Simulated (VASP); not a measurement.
Runs of VASP 6.6.1 on Re. The structure is that of space group Fm-3m (No. 225), or close to it. The cells are those of the table. This isn't the form of Re at room conditions, which is hcp.

```tsv
level	cell	k mesh	gap on the mesh (eV)	pressure (GPa)
r2SCAN	a = 2.753 Å, angles 60.0°, 1 atom	18 × 18 × 18	none	0.0
PBE	a = 2.792 Å, angles 60.0°, 1 atom	8 × 8 × 8	none	-9.8
r2SCAN	a = 2.767 Å, angles 60.0°, 1 atom	18 × 18 × 18	none	-5.8
PBE	a = 2.767 Å, angles 60.0°, 1 atom	8 × 8 × 8	none	(a)
r2SCAN	a = 2.732 Å, angles 60.0°, 1 atom	18 × 18 × 18	none	(b)
```

Alike in all rows: task single point; potentials or basis VASP PAW PBE potentials, release 64 (Re); no spin polarisation; cutoff (eV) 520; smearing gaussian 0.05 eV.

Q: Estimate the missing entries.

A: (a) -0.5; (b) 9.6.

Caveats: spin-orbit coupling is left out, which moves the levels of the heavy elements; the PAW data sets were made with another functional, which shifts forces and pressure a little (at least some runs); the cell stands under tension (at least some runs); the cell stands under pressure (at least some runs).

A k mesh can miss the band edges, and the runs leave out spin-orbit coupling on Re.

A gap of «none» marks levels without a gap at the run's occupations.
